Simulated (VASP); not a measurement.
Here is a VASP 6.6.1 calculation.

INCAR

```
SYSTEM = In2GaSbAs2
PREC     = Accurate       ! precision mode
ENCUT    = 520            ! plane-wave cutoff, eV
EDIFF    = 1E-6           ! SCF threshold, eV
ISMEAR   = -1             ! smearing method
SIGMA    = 0.05           ! smearing width, eV
LREAL    = .FALSE.        ! projectors in reciprocal space
LASPH    = .TRUE.         ! aspherical terms in the spheres
NELM     = 60             ! most SCF steps
ALGO     = Normal         ! electronic algorithm
ISIF     = 2              ! what is computed and relaxed
LWAVE    = .FALSE.        ! write WAVECAR
LCHARG   = .FALSE.        ! write CHGCAR
GGA      = PS             ! functional
NBANDS   = 36             ! bands
```

Contents of KPOINTS:

```
Automatic mesh
0
G
  4 4 2
  0 0 0
```

Contents of POSCAR:

```
In2GaSbAs2
1.0
    3.0566970000     -3.0566970000      0.0000000000
    0.0000000000      3.0566970000     -3.0566970000
    6.0829950000      6.0829950000      6.0829950000
In As Ga Sb
2 2 1 1
Direct
    0.9958510000      0.9945760000      0.0019770000
    0.3335650000      0.6718660000      0.3327770000
    0.9987110000      0.9988680000      0.2450610000
    0.3324100000      0.6688620000      0.5843510000
    0.6621060000      0.3277600000      0.6678530000
    0.6688600000      0.3290430000      0.9169830000
```

Potentials or basis: VASP PAW PBE potentials, release 64 (In_d, As, Ga_d, Sb).

Command:

```bash
$ cat potpaw_PBE.64/In_d/POTCAR potpaw_PBE.64/As/POTCAR potpaw_PBE.64/Ga_d/POTCAR potpaw_PBE.64/Sb/POTCAR > POTCAR
$ mpirun -np 1 vasp_std > vasp.out
```

Question: Predict the largest force.

Answer: 1.045 eV/Å.

Question: Predict the band gap on the k mesh.

Answer: 0.05 eV.

Question: Estimate the pressure.

Answer: 1.3 GPa.

Stress tensor (GPa, compression positive):
```
 1.25 -0.19  0.16
-0.19  1.33 -0.42
 0.16 -0.42  1.25
```

Caveat: semilocal functionals underestimate gaps, and a narrow one can read as zero; the PAW data sets were made with another functional, which shifts forces and pressure a little; spin-orbit coupling is left out, which moves the levels of the heavy elements. A k mesh can miss the band edges.
